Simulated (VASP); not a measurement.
Write the native input for VASP 6.6.1 that does the following.

```yaml
Task: relaxation of cell and atoms
Functional: LDA
Potentials_or_basis: VASP PAW LDA potentials, release 64 (Bi_d, Te)
Cutoff: 600 eV
k_mesh: 6 × 6 × 6
Occupations: fermi-dirac, width 0.05 eV
Spin: no spin polarisation
Target_pressure: 5 GPa
Dipole_correction: no
Further_INCAR_settings: ALGO = Normal; EDIFF = 1e-07; IBRION = 2; EDIFFG = -0.01; NSW = 80; ISIF = 3
```

The structure of BiTe lies in POSCAR:

```
BiTe
1.0
    3.9800000000      0.0000000000      0.0000000000
    0.0000000000      3.9800000000      0.0000000000
    0.0000000000      0.0000000000      3.9800000000
Bi Te
1 1
Direct
    0.0000000000      0.0000000000      0.0000000000
    0.5000000000      0.5000000000      0.5000000000
```

One way to write it, as run:

INCAR

```
SYSTEM = BiTe
PREC = Accurate ; ENCUT = 600
EDIFF = 1E-7 ; ISMEAR = -1
SIGMA = 0.05 ; LREAL = .FALSE.
LASPH = .TRUE. ; NELM = 100
ALGO = Normal ; ISIF = 3
LWAVE = .FALSE. ; LCHARG = .FALSE.
GGA = CA ; IBRION = 2
NSW = 80 ; EDIFFG = -0.01
PSTRESS = 50.0
```

KPOINTS

```
Automatic mesh
0
G
  6 6 6
  0 0 0
```

Potentials or basis: VASP PAW LDA potentials, release 64 (Bi_d, Te).

Run with:

```bash
$ cat potpaw_LDA.64/Bi_d/POTCAR potpaw_LDA.64/Te/POTCAR > POTCAR
$ mpirun -np 1 vasp_std > vasp.out
```

It gave:

```
Relaxed volume                                             : 26.42 Å³/atom
Relaxed cell                                               : a = 3.753 Å, b = 3.753 Å, c = 3.753 Å, α = 90.00°, β = 90.00°, γ = 90.00°
Space group after relaxing (to 0.1 Å)                      : Pm-3m (No. 221)
Energy change on relaxing (the run minimises the enthalpy) : -42.9 meV/atom
Ionic steps                                                : 7
Pressure after relaxing                                    : 5.0 GPa
Band gap on the k mesh                                     : zero (an odd number of electrons rules out a gap without spin polarisation)
```

Caveat: the cell is relaxed towards a set pressure, so the run minimises the enthalpy, not the energy; the volume moved by over 15 % at a fixed basis, so the end points are rough; spin-orbit coupling is left out, which moves the levels of the heavy elements.

It took 52 s on 1 thread of Intel(R) Xeon(R) Platinum 8259CL CPU @ 2.50GHz (Skylake/Cascade Lake), with other jobs on the host, peak memory 0.18 GiB.
